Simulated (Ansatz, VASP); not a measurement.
**One calculation of WS2, two programs**

```
W S
1.0
     3.12394    0.00000    0.00000
    -1.56197    2.70541    0.00000
     0.00000    0.00000   16.93754
W S
1 2
Direct
  0.33333 0.66667 0.00202
  0.66180 0.33333 0.90137
  0.67153 0.33333 0.08706
```

Change from the starting cell: mode 4 frozen in at -0.015 Å and mode 9 at -0.098 Å (largest displacements).

Alike in both runs: task single point; functional PBEsol; dispersion D3(BJ); k mesh 12 × 12 × 2; occupations gaussian, width 0.05 eV; no spin polarisation.

```csv
,VASP,Ansatz
version,VASP 6.6.1,Ansatz 0.2.0
potentials or method,"VASP PAW PBE potentials, release 64 (W_sv, S), cutoff 520 eV","scalar-relativistic, plane waves, PAW"
valence electrons in the cell,26,26
```

Ansatz gave:

```
gap on the k mesh at the Fermi level (eV) : 1.75
least direct gap on the mesh (eV)         : 2.03
rms of the force components (eV/Å)        : 1.836
```

Task: Estimate VASP's values.

Result: gap on the k mesh at the Fermi level (eV): 1.76; least direct gap on the mesh (eV): 2.04; rms of the force components (eV/Å): 1.840.

VASP's potentials were made for PBE, not for PBEsol, and Ansatz warns of the same on its side. Atom by atom the forces differ by 0.010 eV/Å (rms over components).

Neither program's run includes spin-orbit coupling.
